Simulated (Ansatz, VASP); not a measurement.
**BaMgAsF in VASP and in Ansatz**

```
Ba As Mg F
1.0
     4.36424    0.00000    0.00000
     0.00000    4.36424    0.00000
     0.00000    0.00000    9.46709
Ba As Mg F
2 2 2 2
Cartesian
  2.1821 0.0000 1.4584
  0.0000 2.1821 8.0087
  2.1821 0.0000 6.2924
  0.0000 2.1821 3.1746
  2.1821 2.1821 4.7335
  0.0000 0.0000 4.7335
  2.1821 2.1821 0.0000
  0.0000 0.0000 0.0000
```

Alike in both runs: functional PBEsol; k mesh 6 × 6 × 4; occupations gaussian, width 0.02 eV; no spin polarisation.

Ansatz relaxed the structure, and its values are those at the end. VASP's run is a single point on that final structure, the one shown.

```csv
,VASP,Ansatz
version,VASP 6.6.1,Ansatz 0.2.0
potentials or method,"VASP PAW PBE potentials, release 64 (Ba_sv, As, Mg, F), cutoff 520 eV","scalar-relativistic, plane waves, PAW"
valence electrons in the cell,48,84
```

Ansatz gave:

| Quantity | Value |
| --- | --- |
| gap on the k mesh at the Fermi level (eV) | 1.49 |
| least direct gap on the mesh (eV) | 1.49 |
| pressure (GPa) | 0.0 |
| rms of the force components (eV/Å) | 0.000 |

**Question.** What did VASP give for the same quantities?

**Answer.** gap on the k mesh at the Fermi level (eV): 1.46; least direct gap on the mesh (eV): 1.46; pressure (GPa): 0.7; rms of the force components (eV/Å): 0.041.

VASP's potentials were made for PBE, not for PBEsol. With one functional, cell and mesh, what is left measures potentials, basis and numerics. VASP's potentials hold 48 valence electrons a cell and Ansatz's 84, so a difference there can come from the potentials and not from the codes.

Spin-orbit coupling is off throughout.
